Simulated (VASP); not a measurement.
# LiAl32O48 (a cell with a defect) in VASP: single point with r2SCAN

Aim: the single point of LiAl32O48 (a cell with a defect) with r2SCAN.

Program: VASP 6.6.1. These are calculated values, not measurements. Logs are shortened: lines on timing, memory, paths and dates and some standing lists are left out, and cuts for length are marked.

### Step 1. The cell of the first run

The cell holds a defect, 81 atoms: a = 10.361 Å, b = 10.361 Å, c = 10.361 Å, α = 55.29°, β = 55.29°, γ = 55.29°.

### Step 2. Single point, r2SCAN

The input, POSCAR:

```
LiAl32O48
1.0
    4.8078835200      2.7758328500      8.7484141900
   -4.8078835200      2.7758328500      8.7484141900
    0.0000000000     -5.5516656900      8.7484141900
Al O Li
32 48 1
Direct
    0.3061735700      0.3278465900      0.3554540400
    0.4266481000      0.4296891300      0.4294211600
    0.0736491700      0.0737932400      0.0774254800
    0.1766533300      0.1775627000      0.1769500700
    0.3201087100      0.3233237300      0.8220647500
    0.4232698300      0.4430419100      0.8954514300
    0.0719676300      0.0751530300      0.5753465500
    0.1696672900      0.1728287500      0.6875817000
    0.3233515500      0.8255444400      0.3241750400
    0.4230159000      0.9285060000      0.4286443800
    0.0720524500      0.5751491300      0.0756384900
    0.1746918500      0.6782002000      0.1758025400
    0.3225308700      0.8261048000      0.8251301300
    0.4258222600      0.9253734800      0.9283704000
    0.0701623900      0.5756985400      0.5776156400
    0.1744091100      0.6797189800      0.6739935600
    0.8246116700      0.3240884900      0.3231351100
    0.9238238100      0.4275092600      0.4263070100
    0.5815654200      0.0645703100      0.0681783300
    0.6850032300      0.1685165400      0.1834769100
    0.8215973000      0.3268979200      0.8228603300
    0.9243346600      0.4266642500      0.9273109700
    0.5727257200      0.0734042700      0.5773305700
    0.6766332300      0.1770674500      0.6740571100
    0.8242987900      0.8221356600      0.3258593400
    0.9256662200      0.9263051300      0.4279680700
    0.5723401400      0.5733069700      0.0745740500
    0.6762719200      0.6762080100      0.1740190600
    0.8236796700      0.8242943500      0.8235523200
    0.9279296900      0.9255834700      0.9256753400
    0.5772022500      0.5804538900      0.5636967700
    0.6748416300      0.6779460700      0.6761782900
    0.2216717900      0.0308999500      0.3755201900
    0.4689842500      0.1246320200      0.2908465700
    0.0280548000      0.3757638100      0.2220754500
    0.3775090000      0.2255949200      0.0296022000
    0.1177648600      0.2798978600      0.4793781000
    0.2720673600      0.4775729700      0.1262878600
    0.2204031700      0.0274040400      0.8798055800
    0.4714465600      0.1253769600      0.7804179100
    0.0256043900      0.3756117200      0.7248733300
    0.3691071700      0.2236392000      0.5384367800
    0.1243063200      0.2789682900      0.9732045300
    0.2756740800      0.4743455700      0.6257204500
    0.2190228300      0.5311891800      0.3783254000
    0.4710390700      0.6255645300      0.2783404400
    0.0267044200      0.8756833900      0.2232862200
    0.3741820000      0.7219648500      0.0294441300
    0.1242206500      0.7797972600      0.4725072600
    0.2785582800      0.9735665000      0.1258370400
    0.2192045300      0.5307587600      0.8732383900
    0.4700492400      0.6321218800      0.7722950500
    0.0280895900      0.8760658600      0.7217443600
    0.3743569200      0.7244483600      0.5266409900
    0.1242839800      0.7795669600      0.9720565400
    0.2751606400      0.9743709000      0.6277423600
    0.7223127700      0.0260879800      0.3797081100
    0.9717854100      0.1251712000      0.2791015200
    0.5243244700      0.3725497100      0.2218758000
    0.8744069900      0.2218836100      0.0300814400
    0.6246449300      0.2784155100      0.4710188400
    0.7764364800      0.4713918500      0.1256750300
    0.7238742600      0.0276604000      0.8717531500
    0.9692666700      0.1254852800      0.7816051400
    0.5265507400      0.3808351400      0.7126379700
    0.8738711800      0.2234260900      0.5281830500
    0.6251394900      0.2812663500      0.9605253700
    0.7756124100      0.4747922300      0.6237932600
    0.7226551200      0.5294667900      0.3716857400
    0.9702390700      0.6258032900      0.2795493100
    0.5281312700      0.8753351700      0.2214687600
    0.8744204100      0.7231708700      0.0282210200
    0.6244647100      0.7806744100      0.4699467800
    0.7757264200      0.9742741400      0.1256966400
    0.7191345300      0.5283514600      0.8759493100
    0.9703081300      0.6256851600      0.7790661000
    0.5264861000      0.8761447900      0.7232698800
    0.8738382500      0.7219496500      0.5298340800
    0.6248245800      0.7781620600      0.9723697000
    0.7771306200      0.9728132300      0.6257651700
    0.4456980300      0.3037512300      0.1257854300
```

The input, INCAR.step1:

```
  PREC = Accurate
  ENCUT = 520
  ISMEAR = -1
  SIGMA = 0.01
  LREAL = Auto
  LASPH = True
  NELM = 100
  NELECT = 386.0
  NBANDS = 240
  GGA = PE
  ALGO = Normal
  EDIFF = 1E-4
  LWAVE = True
  LCHARG = False
```

The input, INCAR.step2:

```
  PREC = Accurate
  ENCUT = 520
  EDIFF = 1E-6
  ISMEAR = -1
  SIGMA = 0.01
  LREAL = Auto
  LASPH = True
  NELM = 100
  ALGO = Normal
  ISIF = 2
  LWAVE = False
  LCHARG = False
  METAGGA = R2SCAN
  LMIXTAU = True
  NELECT = 386.0
  NBANDS = 240
  ISTART = 1
```

The input, KPOINTS:

```
Automatic mesh
0
Gamma
  1 1 1
```

Potentials or basis: VASP PAW PBE potentials, release 64 (Al, O, Li_sv).

Started as:

```bash
$ cat potpaw_PBE.64/Al/POTCAR potpaw_PBE.64/O/POTCAR potpaw_PBE.64/Li_sv/POTCAR > POTCAR
$ cp INCAR.step1 INCAR
$ mpirun -np 1 vasp_gam > vasp.out
$ cp INCAR.step2 INCAR
$ mpirun -np 1 vasp_gam > vasp.out
```

OUTCAR:

```text
PREC = Accurate
   ENCUT = 520
   EDIFF = 1E-6
   ISMEAR = -1
   LREAL = Auto
   LASPH = True
   NELM = 100
   ISIF = 2
   METAGGA = R2SCAN
   NELECT = 386.0
   ISTART = 1

 ion  position               nearest neighbor table
   1  0.306  0.328  0.355-  37 1.80  42 1.86  45 1.86  34 2.00  59 2.03  81 2.04  38 2.08   2 2.60
                             8 2.68  12 2.84  20 3.05  18 3.19  10 3.31  15 3.32
   2  0.427  0.430  0.429-  46 1.85  44 1.85  61 1.85  45 2.03  42 2.03  59 2.07   1 2.60  27 2.83
                            23 2.85  15 2.85   5 3.19   9 3.22  17 3.24
   3  0.074  0.074  0.077-  39 1.87  47 1.87  60 1.88  58 1.97  50 1.99  43 1.99   4 2.68  26 2.81
                            14 2.82  22 2.83  20 3.17   8 3.20  12 3.24
   4  0.177  0.178  0.177-  35 1.87  33 1.87  36 1.90  50 1.99  43 2.00  58 2.01   3 2.68  17 2.82
                             9 2.82   5 2.83  11 3.25   7 3.25  19 3.28
   5  0.320  0.323  0.822-  43 1.84  44 1.85  40 1.85  51 2.03  65 2.03  36 2.07   6 2.60   4 2.83
                            16 2.85  24 2.85   2 3.19  22 3.22  14 3.24
   6  0.423  0.443  0.895-  52 1.80  65 1.86  51 1.86  67 1.99  36 2.03  81 2.04  38 2.09   5 2.60
                            31 2.68  11 2.85  19 3.05  13 3.20  21 3.30  16 3.33
   7  0.072  0.075  0.575-  53 1.87  66 1.87  33 1.88  37 1.98  56 1.99  64 2.00   8 2.69  30 2.80
                            10 2.81  18 2.82  16 3.24  24 3.24   4 3.25
   8  0.170  0.173  0.688-  39 1.84  41 1.87  42 1.90  64 1.95  56 1.98  37 2.02   1 2.68   7 2.69
                            13 2.78  21 2.78   3 3.20  15 3.29  23 3.29
   9  0.323  0.826  0.324-  50 1.86  49 1.88  46 1.88  54 1.98  71 1.99  33 2.00  10 2.69  16 2.80
[... 83 lines left out ...]
  69  0.723  0.529  0.372-  31 1.84  28 1.87  18 1.98  17 1.99
  70  0.970  0.626  0.280-  25 1.85  18 1.87  11 1.99  12 2.00
  71  0.528  0.875  0.221-  19 1.83  28 1.88   9 1.99  10 2.02
  72  0.874  0.723  0.028-  11 1.87  28 1.87  30 1.99  29 2.00
  73  0.624  0.781  0.470-  25 1.86  10 1.88  31 1.95  32 2.00
  74  0.776  0.974  0.126-  30 1.90  25 1.90  19 1.97  20 1.97
  75  0.719  0.528  0.876-  27 1.87  32 1.88  21 1.98  22 2.00
  76  0.970  0.626  0.779-  29 1.86  22 1.88  15 1.96  16 2.00
  77  0.526  0.876  0.723-  23 1.86  32 1.87  13 1.98  14 1.99
  78  0.874  0.722  0.530-  15 1.86  32 1.87  25 1.98  26 2.00
  79  0.625  0.778  0.972-  14 1.87  29 1.88  28 1.97  27 2.01
  80  0.777  0.973  0.626-  26 1.87  29 1.87  24 1.98  23 1.98
  81  0.446  0.304  0.126-  34 1.67  67 1.67  38 1.67   6 2.04   1 2.04  36 2.13  59 2.13  19 2.29
                            20 2.29

  LATTYP: Found a trigonal (rhomboedric) cell.
 ALAT       =    10.3612616410
 COS(alpha) =     0.5693617618

  Lattice vectors:

 A1 = (   4.8078835200,   2.7758328500,   8.7484141900)
 A2 = (  -4.8078835200,   2.7758328500,   8.7484141900)
 A3 = (   0.0000000000,  -5.5516656900,   8.7484141900)

Analysis of symmetry for initial positions (statically):
=====================================================================
 Subroutine PRICEL returns:
 Original cell was already a primitive cell.

 Routine SETGRP: Setting up the symmetry group for a
 trigonal (rhombohedral) supercell.

 Subroutine GETGRP returns: Found  1 space group operations
 (whereof  1 operations were pure point group operations)
 out of a pool of 12 trial point group operations.

The static configuration has the point symmetry C_1 .

Analysis of symmetry for dynamics (positions and initial velocities):
=====================================================================
 Subroutine PRICEL returns:
 Original cell was already a primitive cell.

 Routine SETGRP: Setting up the symmetry group for a
 trigonal (rhombohedral) supercell.

[... 214 lines left out ...]

 Found      1 irreducible k-points:

 Following reciprocal coordinates:
            Coordinates               Weight
  0.000000  0.000000  0.000000      1.000000
   k-points           NKPTS =      1   k-points in BZ     NKDIM =      1   number of bands    NBANDS=    240
   number of dos      NEDOS =    301   number of ions     NIONS =     81
   total plane-waves  NPLWV = 512000
   dimension x,y,z NGX =    80 NGY =   80 NGZ =   80
   dimension x,y,z NGXF=   160 NGYF=  160 NGZF=  160
   ions per type =              32  48   1
   NGX,Y,Z   is equivalent  to a cutoff of  12.84, 12.84, 12.84 a.u.
   NGXF,Y,Z  is equivalent  to a cutoff of  25.67, 25.67, 25.67 a.u.
 SYSTEM =  unknown system
   PREC   = accura    normal or accurate (medium, high low for compatibility)
   ISTART =      1    job   : 0-new  1-cont  2-samecut
   ICHARG =      0    charge: 1-file 2-atom 10-const
   ISPIN  =      1    spin polarized calculation?
   LNONCOLLINEAR =      F non collinear calculations
   LSORBIT =      F    spin-orbit coupling
   LASPH  =      T    aspherical Exc in radial PAW
   ENCUT  =  520.0 eV  38.22 Ry    6.18 a.u.  19.27 19.27 19.27*2*pi/ulx,y,z
   NELM   =    100;   NELMIN=  2; NELMDL=  0     # of ELM steps
   EDIFF  = 0.1E-05   stopping-criterion for ELM
   LREAL  =      T    real-space projection
   EDIFFG = 0.1E-04   stopping-criterion for IOM
   NSW    =      0    number of steps for IOM
   IBRION =     -1    ionic relax: 0-MD 1-quasi-New 2-CG
   NFREE  =      0    steps in history (QN), initial steepest desc. (CG)
   ISIF   =      2    stress and relaxation
   ISYM   =      2    0-nonsym 1-usesym 2-fastsym
   POTIM  = 0.5000    time-step for ionic-motion
   TEBEG  =    0.0;   TEEND  =   0.0 temperature during run
   PSTRESS=    0.0 pullay stress
   NELECT =     386.0000    total number of electrons
   NUPDOWN=      -1.0000    fix difference up-down
   EMIN   =  10.00;   EMAX   =-10.00  energy-range for DOS
   EFERMI =   0.00;   METHOD = LEGACY
   ISMEAR =    -1;   SIGMA  =   0.01  broadening in eV -4-tet -1-fermi 0-gaus
   EFERMI_NEDOS =   21; number of points for ismear=-14 and -15
   IALGO  =     38    algorithm
   IMIX   =      4    mixing-type and parameters
     AMIX     =   0.40;   BMIX     =  1.00
     AMIX_MAG =   1.60;   BMIX_MAG =  1.00
  volume/ion in A,a.u.               =       8.65        58.36
  Fermi-wavevector in a.u.,A,eV,Ry     =   1.342130  2.536258 24.508358  1.801314
  Thomas-Fermi vector in A             =   2.470309
   LORBIT       =      0    0 simple, 1 ext, 2 COOP (PROOUT), +10 PAW based schemes
   METAGGA = R2SCAN    functional components
   LHFCALC =     F    Hartree Fock is set to
   AEXX    =    0.0000 exact exchange contribution
   IVDW    =     0    specifies the selected vdW correction
   LEPSILON=     F    determine dielectric tensor
   LRPA    =     F    only Hartree local field effects (RPA)
 non-spin polarized calculation
  energy-cutoff  :      520.00
  volume of cell :      700.53
 maximum number of plane-waves:      9404
 NGX is ok and might be reduce to    80
   NGX = 39   NGY = 39   NGZ = 39

 number of electron     386.0000016 magnetization

 Free energy of the ion-electron system (eV)
  ---------------------------------------------------
  ext. energy  EPLUGINS =         0.00000000
  ---------------------------------------------------
  free energy    TOTEN  =      -778.07461586 eV

  energy without entropy =     -778.07461586  energy(sigma->0) =     -778.07461586

 E-fermi :   5.7725     XC(G=0): -12.0897

 val. band max:        5.4893376246   @ k =   0.0000   0.0000   0.0000
 cond. band min:      12.2103072264   @ k =   0.0000   0.0000   0.0000
 fundamental gap:      6.7209696018
 Fermi energy:         5.7724890651

 k-point     1 :       0.0000    0.0000    0.0000
  band No.  band energies     occupation
      1     -39.1960      2.00000
      2     -14.5053      2.00000
      3     -13.6452      2.00000
      4     -13.5511      2.00000
      5     -13.5232      2.00000
      6     -13.4750      2.00000
[... 197 lines left out ...]
    204      15.5982      0.00000
    205      15.6623      0.00000
 [bands above 205 left out]

------------------------ aborting loop because EDIFF is reached ----------------------------------------

  FORCE on cell =-STRESS in cart. coord.  units (eV):
  Direction    XX          YY          ZZ          XY          YZ          ZX
  --------------------------------------------------------------------------------------
  -------------------------------------------------------------------------------------
  Total      -35.6802633    -29.1679381    -38.2254562      0.0353273     -5.6263087     -0.0678948
  in kB      -81.6038780    -66.7096217    -87.4249564      0.0807966    -12.8678594     -0.1552814
  external PRESSURE =     -78.5794854 kB  Pullay stress =       0.0000000 kB

 VOLUME and BASIS-vectors are now :
 -----------------------------------------------------------------------------
  energy-cutoff  :      520.00
  volume of cell :      700.53
      direct lattice vectors                 reciprocal lattice vectors
     4.807883520  2.775832850  8.748414190     0.103995864  0.060042040  0.038102144
    -4.807883520  2.775832850  8.748414190    -0.103995864  0.060042040  0.038102144
     0.000000000 -5.551665690  8.748414190     0.000000000 -0.120084080  0.038102144

 POSITION                                       TOTAL-FORCE (eV/Angst)
 -----------------------------------------------------------------------------------
     -0.10420     -0.21343      8.65633         0.024440     -0.072022      0.095521
     -0.01462     -0.00695     11.24835        -0.013673     -0.006423     -0.015843
     -0.00069     -0.02056      1.96724        -0.002654      0.001286      0.034180
     -0.00437      0.00088      4.64686        -0.012916     -0.024250     -0.057679
     -0.01546     -2.77777     12.82078        -0.007933      0.013860      0.022379
     -0.09506     -2.56651     15.41263        -0.031993      0.062170     -0.082952
[... 73 lines left out ...]
     -0.94082      1.38351     20.78369        -0.029548      0.000648      0.001173
      0.68246      1.38203      7.65692        -0.062239      0.022147     -0.019145
 -----------------------------------------------------------------------------------
    total drift:                               -0.034013      0.017640     -0.002170

  FREE ENERGIE OF THE ION-ELECTRON SYSTEM (eV)
  ---------------------------------------------------
  free  energy   TOTEN  =      -778.0746158600 eV

  energy  without entropy=     -778.0746158600  energy(sigma->0) =     -778.07461586
```

It took 22 min on 1 thread of Intel Xeon Platinum 8259CL at 2.50GHz (Skylake/Cascade Lake), shared host; peak memory 1.1 GiB.

What came out:

- Free energy: -778.0746 eV
- Largest force: 0.186 eV/Å

Forces on the atoms (eV/Å):
```
Al   0.024 -0.072  0.096
Al  -0.014 -0.006 -0.016
Al  -0.003  0.001  0.034
Al  -0.013 -0.024 -0.058
Al  -0.008  0.014  0.022
Al  -0.032  0.062 -0.083
Al  -0.004 -0.002  0.041
Al  -0.006 -0.010 -0.049
Al   0.003 -0.007  0.041
Al   0.012 -0.012 -0.025
Al  -0.001 -0.012  0.053
Al   0.003  0.000 -0.052
Al   0.001  0.006  0.041
Al  -0.001  0.005 -0.047
Al  -0.002  0.007  0.047
Al  -0.006 -0.001 -0.048
Al  -0.003 -0.002  0.049
Al   0.003 -0.013 -0.038
Al   0.060  0.036  0.003
Al   0.060 -0.029  0.002
Al   0.004  0.003  0.019
Al   0.003 -0.001 -0.035
Al   0.019 -0.012  0.053
Al   0.014  0.015 -0.046
Al   0.001 -0.005  0.042
Al  -0.007  0.001 -0.045
Al  -0.010  0.022  0.060
Al   0.005 -0.008 -0.034
Al  -0.005  0.002  0.048
Al  -0.001  0.008 -0.044
Al  -0.002  0.009  0.044
Al  -0.006  0.003 -0.041
O    0.035 -0.001  0.010
O    0.064 -0.060 -0.025
O   -0.013 -0.024  0.003
O   -0.002  0.027  0.025
O    0.025  0.014  0.031
O   -0.186  0.011 -0.003
O    0.025  0.010 -0.003
O    0.000  0.031 -0.008
O   -0.019 -0.043 -0.001
O   -0.035  0.070 -0.060
O    0.031 -0.016  0.004
O   -0.022 -0.002  0.000
O    0.069 -0.035 -0.043
O    0.026  0.018 -0.004
O   -0.008 -0.032  0.002
O   -0.017  0.026 -0.003
O    0.014 -0.039  0.007
O   -0.030 -0.001  0.006
O    0.070  0.036  0.036
O    0.043 -0.007 -0.039
O   -0.016 -0.025 -0.001
O   -0.014  0.041 -0.002
O    0.005 -0.025  0.002
O   -0.030 -0.003  0.000
O    0.017  0.033 -0.002
O    0.016  0.033 -0.005
O   -0.012 -0.027 -0.018
O   -0.016 -0.002  0.006
O   -0.002 -0.034  0.007
O   -0.033  0.004 -0.010
O    0.021 -0.040  0.001
O    0.027  0.039  0.014
O   -0.032 -0.078  0.065
O   -0.019  0.027 -0.006
O    0.072  0.057  0.026
O   -0.034  0.002 -0.002
O    0.017 -0.006  0.004
O    0.003  0.028 -0.003
O   -0.021  0.006 -0.002
O   -0.010  0.032 -0.001
O    0.023 -0.034 -0.017
O   -0.051  0.000 -0.003
O    0.033 -0.001 -0.009
O    0.005  0.037 -0.008
O   -0.018 -0.034  0.005
O   -0.012  0.024  0.003
O    0.012 -0.033  0.006
O   -0.030  0.001  0.001
Li  -0.062  0.022 -0.019
```

Caveat: the k points lie up to 0.79 Å⁻¹ apart; the cell carries a net charge on a neutralising background, which shifts energy and pressure; the cell is charged against a uniform background, so pressure and absolute levels hang on convention; the cutoff is under 1.25 times the usual one of these potentials, so pressure, stress and relaxed cells hold a basis-set (Pulay) error; the PAW data sets were made with another functional, which shifts forces and pressure a little.
